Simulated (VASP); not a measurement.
Here is a VASP 6.6.1 calculation.

INCAR

```
PREC     = Accurate       # precision mode
ENCUT    = 520            # plane-wave cutoff, eV
EDIFF    = 1E-7           # SCF threshold, eV
ISMEAR   = 0              # smearing method
SIGMA    = 0.05           # smearing width, eV
LREAL    = F              # projectors in reciprocal space
LASPH    = T              # aspherical terms in the spheres
NELM     = 100            # most SCF steps
ALGO     = Normal         # electronic algorithm
ISIF     = 2              # what is computed and relaxed
LWAVE    = F              # write WAVECAR
LCHARG   = F              # write CHGCAR
GGA      = PE             # functional
NBANDS   = 25             # bands
```

KPOINTS

```
Automatic mesh
0
Gamma
  6 6 6
```

File POSCAR:

```
Ba3Si
1.0
    5.5571314749      0.0000000000      0.0000000000
    0.0000000000      5.5571314749      0.0000000000
    0.0000000000      0.0000000000      5.5571314749
Ba Si
3 1
Direct
    0.0000000000      0.5000000000      0.5000000000
    0.5000000000      0.5000000000      0.0000000000
    0.5000000000      0.0000000000      0.5000000000
    0.0000000000      0.0000000000      0.0000000000
```

Potentials or basis: VASP PAW PBE potentials, release 64 (Ba_sv, Si).

Run with:

```sh
$ cat potpaw_PBE.64/Ba_sv/POTCAR potpaw_PBE.64/Si/POTCAR > POTCAR
$ mpirun -np 1 vasp_std > vasp.out
```

(1) What does it give for the band gap on the k mesh?

(2) What does it give for the pressure?

## Answers

(1) zero (band 17 reaches 3.18 eV, above the bottom of band 18 at 2.38 eV).

(2) -1.1 GPa.

Caveat: spin-orbit coupling is left out, which moves the levels of the heavy elements.
